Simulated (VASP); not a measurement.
# BRu5 (F-43m) in VASP: single point with PBE

Aim: the single point of BRu5 with PBE.

Program: VASP 6.6.1. These are calculated values, not measurements. Logs are shortened: lines on timing, memory, paths and dates and some standing lists are left out, and cuts for length are marked.

### 1 The cell of the first run

Symmetry: F-43m, No. 216, cubic system. Conventional cell: a = 6.617 Å, b = 6.617 Å, c = 6.617 Å, α = 90.00°, β = 90.00°, γ = 90.00°. Within 3.6 Å of B (site symmetry -43m) lie 16 Ru at 2.74 to 2.87 Å. Ru (site symmetry 3m) has 9 Ru at 2.34 to 2.74 Å and 3 B at 2.74 Å within 3.1 Å. Within 3.6 Å of Ru (site symmetry -43m) lie 12 Ru at 2.74 Å and 4 B at 2.87 Å.

### 2 Single point, PBE

INCAR

```
SYSTEM = BRu5
PREC = Accurate
ENCUT = 520
EDIFF = 1E-6
ISMEAR = 0
SIGMA = 0.1
LREAL = .FALSE.
LASPH = .TRUE.
NELM = 60
ALGO = Normal
ISIF = 2
LWAVE = .FALSE.
LCHARG = .FALSE.
GGA = PE
NBANDS = 46
```

KPOINTS

```
Automatic mesh
0
G
  4 4 4
  0 0 0
```

POSCAR

```
BRu5
1.0
    0.0000000000      3.3087225100      3.3087225100
    3.3087225100      0.0000000000      3.3087225100
    3.3087225100      3.3087225100      0.0000000000
B Ru
1 5
Direct
    0.0000000000      0.0000000000      0.0000000000
    0.3750000000      0.3750000000      0.8750000000
    0.3750000000      0.8750000000      0.3750000000
    0.8750000000      0.3750000000      0.3750000000
    0.3750000000      0.3750000000      0.3750000000
    0.7500000000      0.7500000000      0.7500000000
```

Potentials or basis: VASP PAW PBE potentials, release 64 (B, Ru_pv).

Run with:

```
> cat potpaw_PBE.64/B/POTCAR potpaw_PBE.64/Ru_pv/POTCAR > POTCAR
> mpirun -np 1 vasp_std > vasp.out
```

OUTCAR:

```text
SYSTEM = BRu5
   PREC = Accurate
   ENCUT = 520
   EDIFF = 1E-6
   ISMEAR = 0
   LREAL = .FALSE.
   LASPH = .TRUE.
   NELM = 60
   ISIF = 2
   GGA = PE

 ion  position               nearest neighbor table
   1  0.000  0.000  0.000-   3 2.74   4 2.74   2 2.74   4 2.74   2 2.74   3 2.74   4 2.74   2 2.74
                             5 2.74   3 2.74   5 2.74   5 2.74
   2  0.375  0.375  0.875-   5 2.34   3 2.34   4 2.34   5 2.34   3 2.34   4 2.34   1 2.74   6 2.74
                             1 2.74   6 2.74   6 2.74   1 2.74
   3  0.375  0.875  0.375-   5 2.34   2 2.34   2 2.34   4 2.34   5 2.34   4 2.34   1 2.74   6 2.74
                             1 2.74   6 2.74   6 2.74   1 2.74
   4  0.875  0.375  0.375-   5 2.34   2 2.34   3 2.34   2 2.34   3 2.34   5 2.34   6 2.74   1 2.74
                             6 2.74   1 2.74   6 2.74   1 2.74
   5  0.375  0.375  0.375-   2 2.34   3 2.34   4 2.34   2 2.34   3 2.34   4 2.34   1 2.74   6 2.74
                             1 2.74   6 2.74   1 2.74   6 2.74
   6  0.750  0.750  0.750-   2 2.74   3 2.74   2 2.74   4 2.74   3 2.74   4 2.74   5 2.74   5 2.74
                             5 2.74   2 2.74   3 2.74   4 2.74

  LATTYP: Found a face centered cubic cell.
 ALAT       =     6.6174450200

  Lattice vectors:

 A1 = (   0.0000000000,   3.3087225100,   3.3087225100)
 A2 = (   3.3087225100,   0.0000000000,   3.3087225100)
 A3 = (   3.3087225100,   3.3087225100,   0.0000000000)

Analysis of symmetry for initial positions (statically):
=====================================================================
 Subroutine PRICEL returns:
 Original cell was already a primitive cell.

 Routine SETGRP: Setting up the symmetry group for a
 face centered cubic supercell.

 Subroutine GETGRP returns: Found 24 space group operations
 (whereof 24 operations were pure point group operations)
 out of a pool of 48 trial point group operations.

The static configuration has the point symmetry T_d .

Analysis of symmetry for dynamics (positions and initial velocities):
=====================================================================
 Subroutine PRICEL returns:
 Original cell was already a primitive cell.

 Routine SETGRP: Setting up the symmetry group for a
 face centered cubic supercell.

 Subroutine GETGRP returns: Found 24 space group operations
 (whereof 24 operations were pure point group operations)
 out of a pool of 48 trial point group operations.

The dynamic configuration has the point symmetry T_d .

 Subroutine INISYM returns: Found 24 space group operations
 (whereof 24 operations are pure point group operations),
 and found     1 'primitive' translations

----------------------------------------------------------------------------------------

                                     Primitive cell

  volume of cell :      72.4454

  direct lattice vectors                    reciprocal lattice vectors
     0.000000000  3.308722510  3.308722510    -0.151115725  0.151115725  0.151115725
     3.308722510  0.000000000  3.308722510     0.151115725 -0.151115725  0.151115725
     3.308722510  3.308722510  0.000000000     0.151115725  0.151115725 -0.151115725

  length of vectors
     4.679240248  4.679240248  4.679240248     0.261740113  0.261740113  0.261740113

  position of ions in fractional coordinates (direct lattice)
     0.000000000  0.000000000  0.000000000
     0.375000000  0.375000000  0.875000000
     0.375000000  0.875000000  0.375000000
     0.875000000  0.375000000  0.375000000
     0.375000000  0.375000000  0.375000000
     0.750000000  0.750000000  0.750000000

  ion indices of the primitive-cell ions
   primitive index   ion index
                 1           1
                 2           2
                 3           3
                 4           4
                 5           5
                 6           6

----------------------------------------------------------------------------------------

 KPOINTS: Automatic mesh

Automatic generation of k-mesh.
 Grid dimensions read from file:
 generate k-points for:    4    4    4

 Generating k-lattice:

  Cartesian coordinates                     Fractional coordinates (reciprocal lattice)
    -0.037778931  0.037778931  0.037778931     0.250000000  0.000000000  0.000000000
     0.037778931 -0.037778931  0.037778931     0.000000000  0.250000000  0.000000000
     0.037778931  0.037778931 -0.037778931     0.000000000  0.000000000  0.250000000

  Length of vectors
     0.065435028  0.065435028  0.065435028

  Shift w.r.t. Gamma in fractional coordinates (k-lattice)
     0.000000000  0.000000000  0.000000000

 Subroutine IBZKPT returns following result:
 ===========================================

 Found      8 irreducible k-points:

 Following reciprocal coordinates:
            Coordinates               Weight
  0.000000  0.000000  0.000000      1.000000
  0.250000  0.000000  0.000000      8.000000
  0.500000  0.000000  0.000000      4.000000
  0.250000  0.250000  0.000000      6.000000
  0.500000  0.250000  0.000000     24.000000
 -0.250000  0.250000  0.000000     12.000000
  0.500000  0.500000  0.000000      3.000000
 -0.250000  0.500000  0.250000      6.000000
   k-points           NKPTS =      8   k-points in BZ     NKDIM =      8   number of bands    NBANDS=     46
   number of dos      NEDOS =    301   number of ions     NIONS =      6
   total plane-waves  NPLWV =  46656
   dimension x,y,z NGX =    36 NGY =   36 NGZ =   36
   dimension x,y,z NGXF=    72 NGYF=   72 NGZF=   72
   ions per type =               1   5
   NGX,Y,Z   is equivalent  to a cutoff of  12.79, 12.79, 12.79 a.u.
   NGXF,Y,Z  is equivalent  to a cutoff of  25.58, 25.58, 25.58 a.u.
 SYSTEM =  BRu5
   PREC   = accura    normal or accurate (medium, high low for compatibility)
   ISTART =      0    job   : 0-new  1-cont  2-samecut
   ICHARG =      2    charge: 1-file 2-atom 10-const
   ISPIN  =      1    spin polarized calculation?
   LNONCOLLINEAR =      F non collinear calculations
   LSORBIT =      F    spin-orbit coupling
   LASPH  =      T    aspherical Exc in radial PAW
   ENCUT  =  520.0 eV  38.22 Ry    6.18 a.u.   8.70  8.70  8.70*2*pi/ulx,y,z
   NELM   =     60;   NELMIN=  2; NELMDL= -5     # of ELM steps
   EDIFF  = 0.1E-05   stopping-criterion for ELM
   LREAL  =      F    real-space projection
   EDIFFG = 0.1E-04   stopping-criterion for IOM
   NSW    =      0    number of steps for IOM
   IBRION =     -1    ionic relax: 0-MD 1-quasi-New 2-CG
   NFREE  =      0    steps in history (QN), initial steepest desc. (CG)
   ISIF   =      2    stress and relaxation
   ISYM   =      2    0-nonsym 1-usesym 2-fastsym
   POTIM  = 0.5000    time-step for ionic-motion
   TEBEG  =    0.0;   TEEND  =   0.0 temperature during run
   PSTRESS=    0.0 pullay stress
   NELECT =      73.0000    total number of electrons
   NUPDOWN=      -1.0000    fix difference up-down
   EMIN   =  10.00;   EMAX   =-10.00  energy-range for DOS
   EFERMI =   0.00;   METHOD = LEGACY
   ISMEAR =     0;   SIGMA  =   0.10  broadening in eV -4-tet -1-fermi 0-gaus
   EFERMI_NEDOS =   21; number of points for ismear=-14 and -15
   IALGO  =     38    algorithm
   IMIX   =      4    mixing-type and parameters
     AMIX     =   0.40;   BMIX     =  1.00
     AMIX_MAG =   1.60;   BMIX_MAG =  1.00
  volume/ion in A,a.u.               =      12.07        81.48
  Fermi-wavevector in a.u.,A,eV,Ry     =   1.641265  3.101542 36.650716  2.693752
  Thomas-Fermi vector in A             =   2.731765
   LORBIT       =      0    0 simple, 1 ext, 2 COOP (PROOUT), +10 PAW based schemes
   GGA     = PE    functional components
   LHFCALC =     F    Hartree Fock is set to
   AEXX    =    0.0000 exact exchange contribution
   IVDW    =     0    specifies the selected vdW correction
   LEPSILON=     F    determine dielectric tensor
   LRPA    =     F    only Hartree local field effects (RPA)
 non-spin polarized calculation
 Gauss-broadening in eV      SIGMA  =   0.10
  energy-cutoff  :      520.00
  volume of cell :       72.45
 maximum number of plane-waves:      1964
 NGX is ok and might be reduce to    36
   NGX = 17   NGY = 17   NGZ = 17

 number of electron      72.9999972 magnetization

 Free energy of the ion-electron system (eV)
  ---------------------------------------------------
  ext. energy  EPLUGINS =         0.00000000
  ---------------------------------------------------
  free energy    TOTEN  =       -43.24147063 eV

  energy without entropy =      -43.20226563  energy(sigma->0) =      -43.22186813

 E-fermi :  13.4537     XC(G=0): -14.0275

 val. band max:       13.3520778897   @ k =   0.2500   0.0000   0.0000
 cond. band min:      13.4829947209   @ k =  -0.2500   0.2500   0.0000
 fundamental gap:      0.1309168312
 Fermi energy:        13.4537052945

 k-point     1 :       0.0000    0.0000    0.0000
  band No.  band energies     occupation
      1     -32.3621      2.00000
      2     -30.8515      2.00000
      3     -30.8515      2.00000
      4     -30.8515      2.00000
      5     -30.3035      2.00000
      6     -30.3035      2.00000
[... 38 lines left out ...]
     45      17.5236      0.00000
     46      19.0110      0.00000

 k-point     2 :       0.2500    0.0000    0.0000
  band No.  band energies     occupation
      1     -32.1188      2.00000
      2     -30.7657      2.00000
      3     -30.7436      2.00000
      4     -30.7436      2.00000
      5     -30.2501      2.00000
      6     -30.2501      2.00000
[... 38 lines left out ...]
     45      17.5228      0.00000
     46      17.8418      0.00000

 k-point     3 :       0.5000    0.0000    0.0000
  band No.  band energies     occupation
      1     -31.8317      2.00000
      2     -30.6517      2.00000
      3     -30.6517      2.00000
      4     -30.4334      2.00000
      5     -30.1917      2.00000
      6     -29.9888      2.00000
[... 38 lines left out ...]
     45      17.5221      0.00000
     46      17.9242      0.00000

 k-point     4 :       0.2500    0.2500    0.0000
  band No.  band energies     occupation
      1     -32.0117      2.00000
      2     -30.8756      2.00000
      3     -30.6349      2.00000
      4     -30.6349      2.00000
      5     -30.3392      2.00000
      6     -30.1554      2.00000
[... 38 lines left out ...]
     45      16.5886      0.00000
     46      17.0992      0.00000

 k-point     5 :       0.5000    0.2500    0.0000
  band No.  band energies     occupation
      1     -31.6267      2.00000
      2     -30.8855      2.00000
      3     -30.4740      2.00000
      4     -30.4619      2.00000
      5     -30.1501      2.00000
      6     -30.1132      2.00000
[... 38 lines left out ...]
     45      16.5893      0.00000
     46      18.2870      0.00000

 k-point     6 :      -0.2500    0.2500    0.0000
  band No.  band energies     occupation
      1     -31.7880      2.00000
      2     -30.7841      2.00000
      3     -30.5662      2.00000
      4     -30.5648      2.00000
      5     -30.2860      2.00000
      6     -30.0816      2.00000
[... 38 lines left out ...]
     45      16.7759      0.00000
     46      17.1593      0.00000

 k-point     7 :       0.5000    0.5000    0.0000
  band No.  band energies     occupation
      1     -31.2483      2.00000
      2     -31.2471      2.00000
      3     -30.2016      2.00000
      4     -30.1536      2.00000
      5     -30.1536      2.00000
      6     -30.1377      2.00000
[... 38 lines left out ...]
     45      16.4144      0.00000
     46      17.3636      0.00000

 k-point     8 :      -0.2500    0.5000    0.2500
  band No.  band energies     occupation
      1     -31.2199      2.00000
      2     -31.2141      2.00000
      3     -30.4188      2.00000
      4     -30.3772      2.00000
      5     -30.1069      2.00000
      6     -30.0772      2.00000
[... 38 lines left out ...]
     45      17.8903      0.00000
     46      18.7571      0.00000

------------------------ aborting loop because EDIFF is reached ----------------------------------------

  FORCE on cell =-STRESS in cart. coord.  units (eV):
  Direction    XX          YY          ZZ          XY          YZ          ZX
  --------------------------------------------------------------------------------------
  -------------------------------------------------------------------------------------
  Total       27.0939035     27.0939035     27.0939035      0.0000000      0.0000000      0.0000000
  in kB      599.1990665    599.1990665    599.1990665      0.0000000      0.0000000      0.0000000
  external PRESSURE =     599.1990665 kB  Pullay stress =       0.0000000 kB

 VOLUME and BASIS-vectors are now :
 -----------------------------------------------------------------------------
  energy-cutoff  :      520.00
  volume of cell :       72.45
      direct lattice vectors                 reciprocal lattice vectors
     0.000000000  3.308722510  3.308722510    -0.151115725  0.151115725  0.151115725
     3.308722510  0.000000000  3.308722510     0.151115725 -0.151115725  0.151115725
     3.308722510  3.308722510  0.000000000     0.151115725  0.151115725 -0.151115725

 POSITION                                       TOTAL-FORCE (eV/Angst)
 -----------------------------------------------------------------------------------
      0.00000      0.00000      0.00000        -0.000000      0.000000     -0.000000
      4.13590      4.13590      2.48154         0.311387      0.311387     -0.311387
      4.13590      2.48154      4.13590         0.311387     -0.311387      0.311387
      2.48154      4.13590      4.13590        -0.311387      0.311387      0.311387
      2.48154      2.48154      2.48154        -0.311387     -0.311387     -0.311387
      4.96308      4.96308      4.96308        -0.000000      0.000000      0.000000
 -----------------------------------------------------------------------------------
    total drift:                               -0.000000     -0.000000     -0.000000

  FREE ENERGIE OF THE ION-ELECTRON SYSTEM (eV)
  ---------------------------------------------------
  free  energy   TOTEN  =       -43.2414706329 eV

  energy  without entropy=      -43.2022656302  energy(sigma->0) =      -43.22186813
```

Wall time 71 s (1 thread of AMD EPYC 7R13, shared host); peak memory 0.17 GiB.

What came out:

```yaml
Free_energy: -43.2415 eV
Pressure: 59.9 GPa
```

Levels at points of the mesh, in eV from the Fermi level:
```csv
k point,band 32,band 33,band 34,band 35,band 36,band 37,band 38,band 39,band 40,band 41
"(0.00, 0.00, 0.00)",-0.13,-0.13,-0.13,0.11,0.11,0.11,0.62,0.62,2.34,2.34
"(0.50, 0.00, 0.00)",-1.28,-1.28,-1.12,-0.33,-0.30,-0.30,0.17,0.17,0.64,0.64
"(0.50, 0.50, 0.00)",-2.84,-2.58,-1.59,-0.91,-0.65,-0.65,-0.58,0.15,0.53,0.53
```

Caveat: the k points lie up to 0.41 Å⁻¹ apart.
